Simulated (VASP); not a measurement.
Set up this calculation in VASP 6.6.1, as the native input.

| Property | Result |
| --- | --- |
| Task | relaxation of cell and atoms |
| Functional | PBE |
| Potentials or basis | VASP PAW PBE potentials, release 64 (Li_sv) |
| Cutoff | 600 eV |
| k mesh | 4 × 4 × 4 |
| Occupations | gaussian, width 0.1 eV |
| Spin | no spin polarisation |
| Dipole correction | no |
| Further INCAR settings | ALGO = Normal; EDIFF = 1e-07; IBRION = 2; EDIFFG = -0.04; NSW = 90; ISIF = 3 |

The structure of Li lies in POSCAR:

```
Li
1.0
    3.9915170000      0.0000000000      0.0000000000
    0.0000000000      3.9915170000      0.0000000000
    0.0000000000      0.0000000000      3.9915170000
Li
3
Direct
    0.5000000000      0.0000000000      0.0000000000
    0.0000000000      0.5000000000      0.0000000000
    0.0000000000      0.0000000000      0.5000000000
```

One way to write it, as run:

INCAR

```
SYSTEM = Li
PREC = Accurate
ENCUT = 600
EDIFF = 1E-7
ISMEAR = 0
SIGMA = 0.1
LREAL = .FALSE.
LASPH = .TRUE.
NELM = 100
ALGO = Normal
ISIF = 3
LWAVE = .FALSE.
LCHARG = .FALSE.
GGA = PE
IBRION = 2
NSW = 90
EDIFFG = -0.04
```

KPOINTS

```
Automatic mesh
0
G
  4 4 4
  0 0 0
```

Potentials or basis: VASP PAW PBE potentials, release 64 (Li_sv).

Run with:

```console
$ cat potpaw_PBE.64/Li_sv/POTCAR > POTCAR
$ mpirun -np 1 vasp_std > vasp.out
```

It gave:

- Relaxed volume: 22.57 Å³/atom
- Relaxed cell: a = 4.076 Å, b = 4.076 Å, c = 4.076 Å, α = 90.00°, β = 90.00°, γ = 90.00°
- Space group after relaxing (to 0.05 Å): Pm-3m (No. 221)
- Energy gained by relaxing: 3.8 meV/atom
- Ionic steps: 3
- Pressure after relaxing: 0.1 GPa

Caveat: the k points lie up to 0.39 Å⁻¹ apart in the final cell; the cutoff is under 1.25 times the usual one of these potentials, so pressure, stress and relaxed cells hold a basis-set (Pulay) error.

It took 8.3 s on 1 thread of Intel(R) Xeon(R) Platinum 8488C (Sapphire Rapids) (shared host), peak memory 0.16 GiB.
